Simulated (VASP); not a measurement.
PbS, 2 atoms in the cell. The structure is cubic, space group Pm-3m (No. 221). Conventional cell: a = 3.654 Å, b = 3.654 Å, c = 3.654 Å, α = 90.00°, β = 90.00°, γ = 90.00°. Pb (site symmetry m-3m) has 8 S at 3.16 Å and 6 Pb at 3.65 Å within 4.2 Å. S (site symmetry m-3m) has 8 Pb at 3.16 Å and 6 S at 3.65 Å within 4.2 Å. 

| Quantity | Value |
| --- | --- |
| Program | VASP 6.6.1 |
| Task | single point |
| Functional | r2SCAN |
| Potentials or basis | VASP PAW PBE potentials, release 64 (Pb_d, S) |
| Cutoff | 550 eV |
| k mesh | 7 × 7 × 7 |
| Occupations | fermi-dirac, width 0.05 eV |
| Spin | no spin polarisation |
| Dipole correction | no |
| Further INCAR settings | ALGO = Normal; EDIFF = 1e-06; NBANDS = 17 |

Potentials or basis: VASP PAW PBE potentials, release 64 (Pb_d, S).

Launch:

```console
$ cat potpaw_PBE.64/Pb_d/POTCAR potpaw_PBE.64/S/POTCAR > POTCAR
$ cp INCAR.step1 INCAR
$ mpirun -np 1 vasp_std > vasp.out
$ cp INCAR.step2 INCAR
$ mpirun -np 1 vasp_std > vasp.out
```

Hardware: 1 thread of Intel Xeon 6975P-C, with other jobs on the host.

Task: How long does it take, and how much memory?

Result: It took 35 s on 1 thread of Intel Xeon 6975P-C (shared host), peak memory 0.17 GiB. Counts: k points 20.
